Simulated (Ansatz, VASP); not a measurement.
**C: VASP beside Ansatz**

The input POSCAR:

```
C
1.0
    0.0000000000     -1.7801161419     -1.7801161419
   -1.7801161419      0.0000000000     -1.7801161419
    1.7801161419      1.7801161419     -3.5602322838
C
4
Direct
    0.7365290495      0.7747905615      0.7402700055
    0.2634709505      0.2252094385      0.2597299945
    0.3550420767      0.3933035887      0.8847299808
    0.8949579233      0.8566964113      0.3652700192
```

Contents of INCAR.step1:

```
ALGO = Normal
EDIFF = 1E-4
ENCUT = 520
GGA = PE
ISMEAR = 0
LASPH = T
LCHARG = F
LREAL = F
LWAVE = T
NBANDS = 16
NELM = 100
PREC = Accurate
SIGMA = 0.05
```

Contents of INCAR.step2:

```
ALGO = Normal
EDIFF = 1E-6
ENCUT = 520
ISIF = 2
ISMEAR = 0
ISTART = 1
LASPH = T
LCHARG = T
LELF = T
LMIXTAU = T
LREAL = F
LVHAR = T
LWAVE = F
METAGGA = R2SCAN
NBANDS = 16
NELM = 100
PREC = Accurate
SIGMA = 0.05
```

The input KPOINTS:

```
k-points
0
Gamma
  12 12 10
```

Input for Ansatz:

```yaml
crystal:
  lattice:
    - [0.0, -1.7801161419, -1.7801161419]
    - [-1.7801161419, 0.0, -1.7801161419]
    - [1.7801161419, 1.7801161419, -3.5602322838]
  atoms:
    - { symbol: C, position: [0.7365290495, 0.7747905615, 0.7402700055] }
    - { symbol: C, position: [0.2634709505, 0.2252094385, 0.2597299945] }
    - { symbol: C, position: [0.3550420767, 0.3933035887, 0.8847299808] }
    - { symbol: C, position: [0.8949579233, 0.8566964113, 0.3652700192] }
basis:
  ecutwfc: 520.0
kpoints:
  mp_grid: { grid: [12, 12, 10] }
hamiltonian:
  xc: r2scan
scf:
  occupations: { method: gaussian, width: 0.05 }
output:
  forces: true
  stress: true
  eigenvalues: true
```

Change from the starting cell: mode 4 frozen in at -0.049 Å and mode 9 at -0.040 Å (largest displacements).

Alike in both runs: task single point; functional r2SCAN; k mesh 12 × 12 × 10; occupations gaussian, width 0.05 eV; no spin polarisation.

|  | VASP | Ansatz |
| --- | --- | --- |
| version | VASP 6.6.1 | Ansatz 0.2.0 |
| potentials or method | VASP PAW PBE potentials, release 64 (C), cutoff 520 eV | scalar-relativistic, plane waves, PAW |
| valence electrons in the cell | 16 | 16 |

Ansatz gave:

```
gap on the k mesh at the Fermi level (eV)                     : 4.17
least direct gap on the mesh (eV)                             : 5.68
pressure (GPa)                                                : 0.7
traceless stress, the component that is largest in VASP (GPa) : 1.07
rms of the force components (eV/Å)                            : 1.710
```

**Question.** What did VASP give for the same quantities?

**Answer.** gap on the k mesh at the Fermi level (eV): 4.15; least direct gap on the mesh (eV): 5.63; pressure (GPa): 1.9; traceless stress, the component that is largest in VASP (GPa): 1.07; rms of the force components (eV/Å): 1.705.

VASP's potentials were made for PBE, not for r2SCAN. Atom by atom the forces differ by 0.005 eV/Å (rms over components). The functional is the same, so the differences come from potentials, cutoffs and numerics.
